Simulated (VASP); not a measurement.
Wanted: the native input for a VASP 6.6.1 run.

```yaml
Task: single point
Functional: PBE
Potentials_or_basis: VASP PAW PBE potentials, release 64 (Ta_pv)
Cutoff: 520 eV
k_mesh: 13 × 13 × 13
Occupations: methfessel-paxton, width 0.3 eV
Spin: no spin polarisation
Dipole_correction: no
Further_INCAR_settings: ALGO = Normal; EDIFF = 1e-07; NBANDS = 12
```

The structure of Ta lies in POSCAR:

```
Ta
1.0
   -1.6607181506      1.6607181506      1.6607181506
    1.6607181506     -1.6607181506      1.6607181506
    1.6607181506      1.6607181506     -1.6607181506
Ta
1
Direct
    0.0000000000      0.0000000000      0.0000000000
```

One way to write it, as run:

INCAR

```
PREC = Accurate
ENCUT = 520
EDIFF = 1E-7
ISMEAR = 1
SIGMA = 0.3
LREAL = F
LASPH = T
NELM = 60
ALGO = Normal
ISIF = 2
LWAVE = F
LCHARG = F
GGA = PE
NBANDS = 12
```

KPOINTS

```
regular mesh
0
Gamma
  13 13 13
```

Potentials or basis: VASP PAW PBE potentials, release 64 (Ta_pv).

Command:

```sh
$ cat potpaw_PBE.64/Ta_pv/POTCAR > POTCAR
$ mpirun -np 1 vasp_std > vasp.out
```

Results of the run:

The pressure is 0.0 GPa.

It took 17 s on 1 thread of Intel Xeon 8259CL, with other jobs on the host, peak memory 0.15 GiB.
